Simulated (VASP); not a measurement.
# Pb (Im-3m) in VASP: notebook

The runs below take Pb through single point, with LDA, PBEsol.

Program: VASP 6.6.1. These are calculated values, not measurements. Logs are shortened: lines on timing, memory, paths and dates and some standing lists are left out, and cuts for length are marked.

## 1. The cell of the first run

The structure is cubic, space group Im-3m (No. 229). Conventional cell: a = 3.858 Å, b = 3.858 Å, c = 3.858 Å, α = 90.00°, β = 90.00°, γ = 90.00°. Pb (site symmetry m-3m) has 14 Pb at 3.34 to 3.86 Å within 4.4 Å.

This isn't the form of Pb at room conditions, which is fcc.

## 2. Single point, LDA

INCAR reads:

```
SYSTEM = Pb
PREC     = Accurate       ! precision mode
ENCUT    = 520            ! plane-wave cutoff, eV
EDIFF    = 1E-6           ! SCF threshold, eV
ISMEAR   = -1             ! smearing method
SIGMA    = 0.05           ! smearing width, eV
LREAL    = .FALSE.        ! projectors in reciprocal space
LASPH    = .TRUE.         ! aspherical terms in the spheres
NELM     = 100            ! most SCF steps
ALGO     = Normal         ! electronic algorithm
ISIF     = 2              ! what is computed and relaxed
LWAVE    = .FALSE.        ! write WAVECAR
LCHARG   = .TRUE.         ! write CHGCAR
LELF     = .TRUE.         ! ELF
LVHAR    = .TRUE.       
NBANDS   = 13             ! bands
```

KPOINTS reads:

```
Automatic mesh
0
G
  9 9 9
  0 0 0
```

POSCAR reads:

```
Pb
1.0
   -1.9291000787      1.9291000787      1.9291000787
    1.9291000787     -1.9291000787      1.9291000787
    1.9291000787      1.9291000787     -1.9291000787
Pb
1
Direct
    0.0000000000      0.0000000000      0.0000000000
```

Potentials or basis: VASP PAW LDA potentials, release 64 (Pb_d).

Command:

```bash
$ cat potpaw_LDA.64/Pb_d/POTCAR > POTCAR
$ mpirun -np 1 vasp_std > vasp.out
```

OUTCAR:

```text
SYSTEM = Pb
   PREC = Accurate
   ENCUT = 520
   EDIFF = 1E-6
   ISMEAR = -1
   LREAL = .FALSE.
   LASPH = .TRUE.
   NELM = 100
   ISIF = 2

 ion  position               nearest neighbor table
   1  0.000  0.000  0.000-

  LATTYP: Found a body centered cubic cell.
 ALAT       =     3.8582001574

  Lattice vectors:

 A1 = (  -1.9291000787,   1.9291000787,   1.9291000787)
 A2 = (   1.9291000787,  -1.9291000787,   1.9291000787)
 A3 = (   1.9291000787,   1.9291000787,  -1.9291000787)

Analysis of symmetry for initial positions (statically):
=====================================================================
 Subroutine PRICEL returns:
 Original cell was already a primitive cell.

 Routine SETGRP: Setting up the symmetry group for a
 body centered cubic supercell.

 Subroutine GETGRP returns: Found 48 space group operations
 (whereof 48 operations were pure point group operations)
 out of a pool of 48 trial point group operations.

The static configuration has the point symmetry O_h .

Analysis of symmetry for dynamics (positions and initial velocities):
=====================================================================
 Subroutine PRICEL returns:
 Original cell was already a primitive cell.

 Routine SETGRP: Setting up the symmetry group for a
 body centered cubic supercell.

 Subroutine GETGRP returns: Found 48 space group operations
 (whereof 48 operations were pure point group operations)
 out of a pool of 48 trial point group operations.

The dynamic configuration has the point symmetry O_h .

 Subroutine INISYM returns: Found 48 space group operations
 (whereof 48 operations are pure point group operations),
 and found     1 'primitive' translations

----------------------------------------------------------------------------------------

                                     Primitive cell

  volume of cell :      28.7160

  direct lattice vectors                    reciprocal lattice vectors
    -1.929100079  1.929100079  1.929100079     0.000000000  0.259188212  0.259188212
     1.929100079 -1.929100079  1.929100079     0.259188212  0.000000000  0.259188212
     1.929100079  1.929100079 -1.929100079     0.259188212  0.259188212  0.000000000

  length of vectors
     3.341299349  3.341299349  3.341299349     0.366547484  0.366547484  0.366547484

  position of ions in fractional coordinates (direct lattice)
     0.000000000  0.000000000  0.000000000

  ion indices of the primitive-cell ions
   primitive index   ion index
                 1           1

----------------------------------------------------------------------------------------

 KPOINTS: Automatic mesh

Automatic generation of k-mesh.
 Grid dimensions read from file:
 generate k-points for:    9    9    9

 Generating k-lattice:

  Cartesian coordinates                     Fractional coordinates (reciprocal lattice)
     0.000000000  0.028798690  0.028798690     0.111111111  0.000000000  0.000000000
     0.028798690  0.000000000  0.028798690     0.000000000  0.111111111  0.000000000
     0.028798690  0.028798690  0.000000000     0.000000000  0.000000000  0.111111111

  Length of vectors
     0.040727498  0.040727498  0.040727498

  Shift w.r.t. Gamma in fractional coordinates (k-lattice)
     0.000000000  0.000000000  0.000000000

 Subroutine IBZKPT returns following result:
 ===========================================

 Found     35 irreducible k-points:

 Following reciprocal coordinates:
            Coordinates               Weight
  0.000000  0.000000  0.000000      1.000000
  0.111111  0.000000  0.000000     12.000000
  0.222222  0.000000  0.000000     12.000000
  0.333333  0.000000  0.000000     12.000000
  0.444444  0.000000  0.000000     12.000000
  0.111111  0.111111  0.000000     24.000000
[... 16 lines left out ...]
 -0.333333  0.444444  0.111111     48.000000
 -0.444444 -0.444444  0.111111     24.000000
 [... further k-points ...]
   k-points           NKPTS =     35   k-points in BZ     NKDIM =     35   number of bands    NBANDS=     13
   number of dos      NEDOS =    301   number of ions     NIONS =      1
   total plane-waves  NPLWV =  21952
   dimension x,y,z NGX =    28 NGY =   28 NGZ =   28
   dimension x,y,z NGXF=    56 NGYF=   56 NGZF=   56
   ions per type =               1
   NGX,Y,Z   is equivalent  to a cutoff of  13.93, 13.93, 13.93 a.u.
   NGXF,Y,Z  is equivalent  to a cutoff of  27.86, 27.86, 27.86 a.u.
 SYSTEM =  Pb
   PREC   = accura    normal or accurate (medium, high low for compatibility)
   ISTART =      0    job   : 0-new  1-cont  2-samecut
   ICHARG =      2    charge: 1-file 2-atom 10-const
   ISPIN  =      1    spin polarized calculation?
   LNONCOLLINEAR =      F non collinear calculations
   LSORBIT =      F    spin-orbit coupling
   LASPH  =      T    aspherical Exc in radial PAW
   ENCUT  =  520.0 eV  38.22 Ry    6.18 a.u.   6.21  6.21  6.21*2*pi/ulx,y,z
   NELM   =    100;   NELMIN=  2; NELMDL= -5     # of ELM steps
   EDIFF  = 0.1E-05   stopping-criterion for ELM
   LREAL  =      F    real-space projection
   EDIFFG = 0.1E-04   stopping-criterion for IOM
   NSW    =      0    number of steps for IOM
   IBRION =     -1    ionic relax: 0-MD 1-quasi-New 2-CG
   NFREE  =      0    steps in history (QN), initial steepest desc. (CG)
   ISIF   =      2    stress and relaxation
   ISYM   =      2    0-nonsym 1-usesym 2-fastsym
   POTIM  = 0.5000    time-step for ionic-motion
   TEBEG  =    0.0;   TEEND  =   0.0 temperature during run
   PSTRESS=    0.0 pullay stress
   NELECT =      14.0000    total number of electrons
   NUPDOWN=      -1.0000    fix difference up-down
   EMIN   =  10.00;   EMAX   =-10.00  energy-range for DOS
   EFERMI =   0.00;   METHOD = LEGACY
   ISMEAR =    -1;   SIGMA  =   0.05  broadening in eV -4-tet -1-fermi 0-gaus
   EFERMI_NEDOS =   21; number of points for ismear=-14 and -15
   IALGO  =     38    algorithm
   IMIX   =      4    mixing-type and parameters
     AMIX     =   0.40;   BMIX     =  1.00
     AMIX_MAG =   1.60;   BMIX_MAG =  1.00
  volume/ion in A,a.u.               =      28.72       193.79
  Fermi-wavevector in a.u.,A,eV,Ry     =   1.288475  2.434865 22.587964  1.660169
  Thomas-Fermi vector in A             =   2.420427
   LORBIT       =      0    0 simple, 1 ext, 2 COOP (PROOUT), +10 PAW based schemes
   GGA     = CA    functional components
   LHFCALC =     F    Hartree Fock is set to
   AEXX    =    0.0000 exact exchange contribution
   IVDW    =     0    specifies the selected vdW correction
   LEPSILON=     F    determine dielectric tensor
   LRPA    =     F    only Hartree local field effects (RPA)
 non-spin polarized calculation
  energy-cutoff  :      520.00
  volume of cell :       28.72
 maximum number of plane-waves:       781
 NGX is ok and might be reduce to    28
   NGX = 13   NGY = 13   NGZ = 13

 number of electron      13.9999997 magnetization

 Free energy of the ion-electron system (eV)
  ---------------------------------------------------
  ext. energy  EPLUGINS =         0.00000000
  ---------------------------------------------------
  free energy    TOTEN  =        -4.20627790 eV

  energy without entropy =       -4.20228651  energy(sigma->0) =       -4.20428221

 E-fermi :   7.6831     XC(G=0): -10.7235

 val. band max:        7.6349305569   @ k =  -0.3333   0.3333   0.3333
 cond. band min:       7.7803267869   @ k =   0.2222   0.2222   0.1111
 fundamental gap:      0.1453962300
 Fermi energy:         7.6830707596

 k-point     1 :       0.0000    0.0000    0.0000
  band No.  band energies     occupation
      1      -9.4946      2.00000
      2      -9.4946      2.00000
      3      -9.4946      2.00000
      4      -9.2104      2.00000
      5      -9.2104      2.00000
      6      -4.5163      2.00000
      7      15.6964      0.00000
      8      15.6964      0.00000
      9      15.6964      0.00000
     10      18.8732      0.00000
     11      18.8732      0.00000
     12      18.8732      0.00000
     13      20.5084      0.00000

 k-point     2 :       0.1111    0.0000    0.0000
  band No.  band energies     occupation
      1      -9.5067      2.00000
      2      -9.4813      2.00000
      3      -9.4434      2.00000
      4      -9.2235      2.00000
      5      -9.2114      2.00000
      6      -4.2504      2.00000
      7      13.3799      0.00000
      8      14.8518      0.00000
      9      15.3067      0.00000
     10      17.7659      0.00000
     11      18.4075      0.00000
     12      18.7667      0.00000
     13      21.3941      0.00000

 k-point     3 :       0.2222    0.0000    0.0000
  band No.  band energies     occupation
      1      -9.5372      2.00000
      2      -9.4629      2.00000
      3      -9.3112      2.00000
      4      -9.2465      2.00000
      5      -9.2138      2.00000
      6      -3.4505      2.00000
      7       9.7405      0.00000
      8      13.3229      0.00000
      9      14.3752      0.00000
     10      16.6622      0.00000
     11      17.7107      0.00000
     12      19.2932      0.00000
     13      21.7723      0.00000
[... 305 lines left out ...]
 k-point    23 :      -0.3333    0.4444    0.1111
  band No.  band energies     occupation
      1      -9.4886      2.00000
      2      -9.4228      2.00000
      3      -9.2959      2.00000
      4      -9.2560      2.00000
      5      -9.1109      2.00000
      6      -0.7439      2.00000
      7       5.5348      2.00000
      8       8.7338      0.00000
      9      12.5875      0.00000
     10      16.4686      0.00000
     11      17.6214      0.00000
     12      20.7514      0.00000
     13      21.1270      0.00000

 k-point    24 :      -0.4444   -0.4444    0.1111
  band No.  band energies     occupation
      1      -9.4966      2.00000
      2      -9.4341      2.00000
      3      -9.3096      2.00000
      4      -9.2348      2.00000
      5      -9.0675      2.00000
      6       0.2158      2.00000
      7       4.1602      2.00000
      8       8.3323      0.00000
      9      12.4550      0.00000
     10      16.8574      0.00000
     11      18.3148      0.00000
     12      18.9768      0.00000
     13      20.9412      0.00000

 [... further k-points ...]
[... 5 lines left out ...]
  --------------------------------------------------------------------------------------
  -------------------------------------------------------------------------------------
  Total        0.0052622      0.0052622      0.0052622      0.0000000     -0.0000000      0.0000000
  in kB        0.2935988      0.2935988      0.2935988      0.0000000     -0.0000000      0.0000000
  external PRESSURE =       0.2935988 kB  Pullay stress =       0.0000000 kB

 VOLUME and BASIS-vectors are now :
 -----------------------------------------------------------------------------
  energy-cutoff  :      520.00
  volume of cell :       28.72
      direct lattice vectors                 reciprocal lattice vectors
    -1.929100079  1.929100079  1.929100079     0.000000000  0.259188212  0.259188212
     1.929100079 -1.929100079  1.929100079     0.259188212  0.000000000  0.259188212
     1.929100079  1.929100079 -1.929100079     0.259188212  0.259188212  0.000000000

 POSITION                                       TOTAL-FORCE (eV/Angst)
 -----------------------------------------------------------------------------------
      0.00000      0.00000      0.00000         0.000000      0.000000      0.000000
 -----------------------------------------------------------------------------------
    total drift:                               -0.000000     -0.000000     -0.000000

  FREE ENERGIE OF THE ION-ELECTRON SYSTEM (eV)
  ---------------------------------------------------
  free  energy   TOTEN  =        -4.2062779012 eV

  energy  without entropy=       -4.2022865099  energy(sigma->0) =       -4.20428221
```

Wall time 16 s (1 thread of Intel Xeon 8259CL, shared host); peak memory 0.14 GiB.

What came out:

| Item | Value |
| --- | --- |
| Free energy | -4.2063 eV |
| Pressure | 0.0 GPa |
| Band gap on the k mesh | zero (bands 7 and 8 overlap by 10.26 eV) |

Caveat: spin-orbit coupling is left out, which moves the levels of the heavy elements.

## 3. Single point, PBEsol

This run uses another cell than the first one, of 29.65 Å³/atom.

INCAR reads:

```
PREC = Accurate
ENCUT = 520
EDIFF = 1E-6
ISMEAR = -1
SIGMA = 0.05
LREAL = F
LASPH = T
NELM = 100
ALGO = Normal
ISIF = 2
LWAVE = F
LCHARG = T
GGA = PS
LELF = T
LVHAR = T
NBANDS = 13
```

KPOINTS reads:

```
regular mesh
0
Gamma
  9 9 9
```

POSCAR reads:

```
Pb
1.0
   -1.9497708762      1.9497708762      1.9497708762
    1.9497708762     -1.9497708762      1.9497708762
    1.9497708762      1.9497708762     -1.9497708762
Pb
1
Direct
    0.0000000000      0.0000000000      0.0000000000
```

Potentials or basis: VASP PAW PBE potentials, release 64 (Pb_d).

Command:

```bash
$ cat potpaw_PBE.64/Pb_d/POTCAR > POTCAR
$ mpirun -np 1 vasp_std > vasp.out
```

Wall time 21 s (1 thread of Intel Xeon 8259CL, shared host); peak memory 0.16 GiB.

Results (log left out):

| Property | Result |
| --- | --- |
| Free energy | -3.9482 eV |
| Pressure | -0.1 GPa |
| Band gap on the k mesh | zero (bands 7 and 8 overlap by 9.98 eV) |

Levels at points of the mesh, in eV from the Fermi level:
```csv
k point,band 5,band 6,band 7,band 8,band 9,band 10
"(0.00, 0.00, 0.00)",-16.86,-11.97,7.80,7.80,7.80,11.10
```

Caveat: the PAW data sets were made with another functional, which shifts forces and pressure a little; spin-orbit coupling is left out, which moves the levels of the heavy elements.
